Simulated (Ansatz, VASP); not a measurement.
# Two plane-wave programs on PtSeS4

```
Pt Se S
1.0
     3.57894    0.00000    0.00000
    -1.78947    3.09945    0.00000
     0.00000    0.00000   12.99696
Pt Se S
1 1 4
Cartesian
  0.0000 0.0000 6.4985
  0.0000 0.0000 0.0000
  1.7895 1.0332 7.7245
  1.7895 1.0332 1.4634
  0.0000 2.0663 11.5336
  0.0000 2.0663 5.2724
```

Change from the starting cell: species swapped into the SrCaSi4 type (P-3m1, No. 164).

Alike in both runs: functional PBE; k mesh 12 × 12 × 4; occupations gaussian, width 0.02 eV; no spin polarisation.

Ansatz relaxed the structure, and its values are those at the end. VASP's run is a single point on that final structure, the one shown.

|  | VASP | Ansatz |
| --- | --- | --- |
| version | VASP 6.6.1 | Ansatz 0.2.0 |
| potentials or method | VASP PAW PBE potentials, release 64 (Pt, Se, S), cutoff 520 eV | scalar-relativistic, plane waves, PAW |
| valence electrons in the cell | 40 | 58 |

|  | VASP | Ansatz | Ansatz less VASP |
| --- | --- | --- | --- |
| gap on the k mesh at the Fermi level (eV) | 0.88 | 0.87 | -0.013 |
| least direct gap on the mesh (eV) | 1.35 | 1.34 | -0.008 |
| pressure (GPa) | -0.2 | 0.0 | +0.24 |
| rms of the force components (eV/Å) | 0.013 | 0.001 | -0.0122 |

VASP's potentials hold 40 valence electrons a cell and Ansatz's 58, so a difference there can come from the potentials and not from the codes.

Spin-orbit coupling is off throughout.
